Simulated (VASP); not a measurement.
Input of a VASP 6.6.1 run:

Contents of INCAR:

```
SYSTEM = Se
PREC = Accurate ; ENCUT = 600
EDIFF = 1E-7 ; ISMEAR = -1
SIGMA = 0.08 ; LREAL = .FALSE.
LASPH = .TRUE. ; NELM = 100
ALGO = Normal ; ISIF = 3
LWAVE = .FALSE. ; LCHARG = .FALSE.
GGA = PE ; IBRION = 2
NSW = 32 ; EDIFFG = -0.005
PSTRESS = 1300.0
```

KPOINTS

```
regular mesh
0
G
  18 18 18
  0 0 0
```

File POSCAR:

```
Se
1.0
   -1.4374094329      1.4374094329      1.4374094329
    1.4374094329     -1.4374094329      1.4374094329
    1.4374094329      1.4374094329     -1.4374094329
Se
1
Direct
    0.0000000000      0.0000000000      0.0000000000
```

Potentials or basis: VASP PAW PBE potentials, release 64 (Se).

Command:

```bash
$ cat potpaw_PBE.64/Se/POTCAR > POTCAR
$ mpirun -np 1 vasp_std > vasp.out
```

Task: What does it give for the space group after relaxing (to 0.05 Å)?

Result: Im-3m (No. 229).

Task: What does it give for the relaxed volume?

Result: 11.91 Å³/atom.

Final structure:
```
Se
1.0
    -1.43867    1.43867    1.43867
     1.43867   -1.43867    1.43867
     1.43867    1.43867   -1.43867
Se
1
Cartesian
  0.0000 0.0000 0.0000
```

Caveat: the cell is relaxed towards a set pressure, so the enthalpy falls and the energy may rise.
